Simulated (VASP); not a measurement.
SiNi (NiAs type): relaxation of cell and atoms with PBE

SiNi (NiAs type):

```xyz
4
Lattice="3.2437 0.0000 0.0000 -1.6218 2.8091 0.0000 0.0000 0.0000 5.0277" Properties=species:S:1:pos:R:3 pbc="T T T"
Ni    0.0000    0.0000    0.0000
Ni    0.0000    0.0000    2.5139
Si    0.0000    1.8727    1.2569
Si    1.6218    0.9364    3.7708
```

| Property | Result |
| --- | --- |
| Program | VASP 6.6.1 |
| Task | relaxation of cell and atoms |
| Functional | PBE |
| Potentials or basis | VASP PAW PBE potentials, release 64 (Ni, Si) |
| Cutoff | 600 eV |
| k mesh | 11 × 11 × 7 |
| Occupations | fermi-dirac, width 0.1 eV |
| Spin | no spin polarisation |
| Target pressure | 30 GPa |
| Dipole correction | no |
| Further INCAR settings | ALGO = Normal; EDIFF = 1e-06; IBRION = 2; EDIFFG = -0.005; NSW = 60; ISIF = 3 |

```yaml
Relaxed_volume: 11.23 Å³/atom
Relaxed_cell: a = 3.342 Å, b = 3.342 Å, c = 4.645 Å, α = 90.00°, β = 90.00°, γ = 120.00°
Space_group_after_relaxing_to_0.1_Å: P6_3/mmc (No. 194)
Energy_change_on_relaxing_the_run_minimises_the_enthalpy: -1.1 meV/atom
Ionic_steps: 15
Pressure_after_relaxing: 30.0 GPa
Band_gap_on_the_k_mesh: zero (bands 14 and 15 overlap by 5.33 eV)
```

Step by step:
```tsv
step	energy change (eV)	largest force (eV/Å)	pressure (GPa)	volume (Å³)
1	0.0000	0.0000	23.92	45.81
2	0.5155	0.0000	43.28	42.97
3	0.2435	0.0000	34.12	44.23
4	0.1456	0.0000	33.97	44.29
5	0.1303	0.0000	34.72	44.27
6	0.1260	0.0000	34.33	44.28
7	-0.2193	0.0000	22.11	46.26
8	-0.0048	0.0000	29.95	44.93
9	-0.0023	0.0000	29.87	44.92
10	0.0599	0.0000	32.37	44.60
11	0.0007	0.0000	30.16	44.90
12	0.0000	0.0000	30.05	44.90
13	-0.0004	0.0000	30.09	44.91
14	-0.0077	0.0000	29.93	44.95
15	-0.0043	0.0000	29.95	44.93
```

Final structure:
```
CELL_PARAMETERS angstrom
3.34180 0.00000 0.00000
-1.67090 2.89408 0.00000
0.00000 0.00000 4.64538
ATOMIC_POSITIONS crystal
Ni 0.00000 0.00000 0.00000
Ni 0.00000 0.00000 0.50000
Si 0.33333 0.66667 0.25000
Si 0.66667 0.33333 0.75000
```

Levels at points of the mesh, in eV from the Fermi level:
```csv
k point,band 11,band 12,band 13,band 14,band 15,band 16,band 17,band 18
"(0.00, 0.00, 0.00)",-1.78,-1.78,0.37,2.72,2.72,5.36,5.36,5.67
```

It took 14 min on 1 thread of Intel Xeon 8259CL (shared host), peak memory 0.23 GiB.

Caveat: the cell is relaxed towards a set pressure, so the run minimises the enthalpy, not the energy. Spin polarisation is off, so any magnetic state and its effect on volume and gap are missing.
